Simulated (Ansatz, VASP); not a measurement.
Two plane-wave programs on CsPbCl3

Contents of POSCAR:

```
CsPbCl3
1.0
    5.4965013500      0.0000000000      0.0000000000
    0.0000000000      5.4965013500      0.0000000000
    0.0000000000      0.0000000000      5.4965013500
Cs Pb Cl
1 1 3
Direct
    0.0000000000      0.0000000000      0.0000000000
    0.5000000000      0.5000000000      0.5000000000
    0.5000000000      0.5000000000      0.0000000000
    0.0000000000      0.5000000000      0.5000000000
    0.5000000000      0.0000000000      0.5000000000
```

The input INCAR.step1:

```
  ALGO = Normal
  EDIFF = 1E-4
  ENCUT = 520
  GGA = PE
  ISMEAR = 0
  LASPH = True
  LCHARG = False
  LREAL = False
  LWAVE = True
  NBANDS = 30
  NELM = 100
  PREC = Accurate
  SIGMA = 0.02
```

File INCAR.step2:

```
  ALGO = Normal
  EDIFF = 1E-6
  ENCUT = 520
  ISIF = 2
  ISMEAR = 0
  ISTART = 1
  LASPH = True
  LCHARG = True
  LELF = True
  LMIXTAU = True
  LREAL = False
  LVHAR = True
  LWAVE = False
  METAGGA = R2SCAN
  NBANDS = 30
  NELM = 100
  PREC = Accurate
  SIGMA = 0.02
```

KPOINTS

```
k-points
0
Gamma
  6 6 6
```

Input for Ansatz:

```yaml
crystal:
  lattice:
    - [5.49650135, 0.0, 0.0]
    - [0.0, 5.49650135, 0.0]
    - [0.0, 0.0, 5.49650135]
  atoms:
    - { symbol: Cs, position: [0.0, 0.0, 0.0] }
    - { symbol: Pb, position: [0.5, 0.5, 0.5] }
    - { symbol: Cl, position: [0.5, 0.5, 0.0] }
    - { symbol: Cl, position: [0.0, 0.5, 0.5] }
    - { symbol: Cl, position: [0.5, 0.0, 0.5] }
basis:
  ecutwfc: 500
kpoints:
  mp_grid: { grid: [6, 6, 6] }
hamiltonian:
  xc: r2scan
scf:
  occupations: { method: gaussian, width: 0.02 }
output:
  forces: true
  stress: true
  eigenvalues: true
  write_density: true
  write_potential: true
  elf: true
  volumetric_format: npy
```

Alike in both runs: task single point; functional r2SCAN; k mesh 6 × 6 × 6; occupations gaussian, width 0.02 eV; no spin polarisation.

```csv
,VASP,Ansatz
version,VASP 6.6.1,Ansatz 0.2.0
potentials or method,"VASP PAW PBE potentials, release 64 (Cs_sv, Pb_d, Cl), cutoff 520 eV","scalar-relativistic, plane waves, PAW"
valence electrons in the cell,44,44
```

VASP gave:

```
gap on the k mesh at the Fermi level (eV) : 2.00
least direct gap on the mesh (eV)         : 2.00
pressure (GPa)                            : 2.9
```

Estimate Ansatz's values.

gap on the k mesh at the Fermi level (eV): 1.98; least direct gap on the mesh (eV): 1.98; pressure (GPa): 3.0.

VASP's potentials were made for PBE, not for r2SCAN.

Spin-orbit coupling is off throughout.
